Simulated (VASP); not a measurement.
A run of VASP 6.6.1:

Contents of INCAR:

```
SYSTEM = Li2S
PREC = Accurate ; ENCUT = 750
EDIFF = 1E-6 ; ISMEAR = 0
SIGMA = 0.05 ; LREAL = .False.
LASPH = .True. ; NELM = 120
ALGO = Normal ; ISIF = 2
LWAVE = .False. ; LCHARG = .True.
GGA = PE ; LELF = .True.
LVHAR = .True. ; NBANDS = 13
GGA_COMPAT = .False.
```

The input KPOINTS:

```
regular mesh
0
Gamma
  10 10 10
  0 0 0
```

The input POSCAR:

```
Li2S
1.0
    0.0000000000      2.8528728683      2.8528728683
    2.8528728683      0.0000000000      2.8528728683
    2.8528728683      2.8528728683      0.0000000000
Li S
2 1
Direct
    0.2500000000      0.2500000000      0.2500000000
    0.7500000000      0.7500000000      0.7500000000
    0.0000000000      0.0000000000      0.0000000000
```

Potentials or basis: VASP PAW PBE potentials, release 64 (Li_sv, S).

The run is started by

```console
$ cat potpaw_PBE.64/Li_sv/POTCAR potpaw_PBE.64/S/POTCAR > POTCAR
$ mpirun -np 1 vasp_std > vasp.out
```

Hardware: 1 thread of Intel(R) Xeon(R) Platinum 8488C (Sapphire Rapids) (shared host).

Task: How long does it take, and how much memory?

Result: Wall time 25 s on 1 thread of Intel(R) Xeon(R) Platinum 8488C (Sapphire Rapids) (shared host), peak memory 0.21 GiB. Counts: scf iterations 14, k points 47.
